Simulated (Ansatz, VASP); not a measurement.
**NbAs in VASP and in Ansatz**

Contents of INCAR:

```
PREC     = Accurate       # precision mode
ENCUT    = 520            # plane-wave cutoff, eV
EDIFF    = 1E-7           # SCF threshold, eV
ISMEAR   = 0              # smearing method
SIGMA    = 0.05           # smearing width, eV
LREAL    = F              # projectors in reciprocal space
LASPH    = T              # aspherical terms in the spheres
NELM     = 80             # most SCF steps
ALGO     = Normal         # electronic algorithm
ISIF     = 2              # what is computed and relaxed
LWAVE    = F              # write WAVECAR
LCHARG   = T              # write CHGCAR
GGA      = PS             # functional
LELF     = T              # ELF
LVHAR    = T            
NBANDS   = 16             # bands
```

The input KPOINTS:

```
regular mesh
0
Gamma
  10 10 10
```

Contents of POSCAR:

```
NbAs
1.0
    0.0000000000      2.6572897847      2.6051860634
    2.6051860634      0.0000000000      2.6051860634
    2.6051860634      2.6572897847      0.0000000000
Nb As
1 1
Direct
    0.5000000000      0.5000000000      0.5000000000
    0.0000000000      0.0000000000      0.0000000000
```

Input for Ansatz:

```yaml
crystal:
  lattice:
    - [0.0, 2.6572897847, 2.6051860634]
    - [2.6051860634, 0.0, 2.6051860634]
    - [2.6051860634, 2.6572897847, 0.0]
  atoms:
    - { symbol: Nb, position: [0.5, 0.5, 0.5] }
    - { symbol: As, position: [0.0, 0.0, 0.0] }
basis:
  ecutwfc: 420
  ecutrho_ratio: 4
kpoints:
  mp_grid: { grid: [10, 10, 10] }
hamiltonian:
  xc: pbesol
scf:
  occupations: { method: gaussian, width: 0.05 }
output:
  forces: true
  stress: true
  eigenvalues: true
```

Change from the starting cell: strain e2 = +0.02, atoms carried along.

Alike in both runs: task single point; functional PBEsol; k mesh 10 × 10 × 10; occupations gaussian, width 0.05 eV; no spin polarisation.

|  | VASP | Ansatz |
| --- | --- | --- |
| version | VASP 6.6.1 | Ansatz 0.2.0 |
| potentials or method | VASP PAW PBE potentials, release 64 (Nb_sv, As), cutoff 520 eV | scalar-relativistic, plane waves, PAW |
| valence electrons in the cell | 18 | 28 |

```tsv
	VASP	Ansatz	Ansatz less VASP
gap on the k mesh at the Fermi level (eV)	none	none	-
pressure (GPa)	-2.7	-2.9	-0.16
traceless stress, the component that is largest in VASP (GPa)	-4.33	-4.31	+0.013
```

VASP's potentials were made for PBE, not for PBEsol. A gap of «none» marks a metal or a gap that the smearing closes. VASP's potentials hold 18 valence electrons a cell and Ansatz's 28, so a difference there can come from the potentials and not from the codes.
